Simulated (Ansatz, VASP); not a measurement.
Ru in VASP and in Ansatz

```
CELL_PARAMETERS angstrom
2.67525 0.00000 0.00000
-1.33762 2.31683 0.00000
0.00000 0.00000 4.22381
ATOMIC_POSITIONS crystal
Ru 0.33333 0.66667 0.25000
Ru 0.66667 0.33333 0.75000
```

Alike in both runs: functional LDA; k mesh 18 × 18 × 12; occupations gaussian, width 0.2 eV; no spin polarisation.

Ansatz relaxed the structure, and its values are those at the end. VASP's run is a single point on that final structure, the one shown.

|  | VASP | Ansatz |
| --- | --- | --- |
| version | VASP 6.6.1 | Ansatz 0.2.0 |
| potentials or method | VASP PAW LDA potentials, release 64 (Ru_sv) | scalar-relativistic, plane waves, PAW |
| plane-wave cutoff (eV) | 560 | 420 |
| valence electrons in the cell | 32 | 32 |

VASP gave:

| Item | Value |
| --- | --- |
| gap on the k mesh at the Fermi level (eV) | none |
| pressure (GPa) | 0.5 |

Q: Estimate Ansatz's values.

A: gap on the k mesh at the Fermi level (eV): none; pressure (GPa): 0.0.

LDA's correlation is that of Perdew and Zunger in VASP and of Perdew and Wang (1992) in Ansatz. A gap of «none» marks a metal or a gap that the smearing closes.
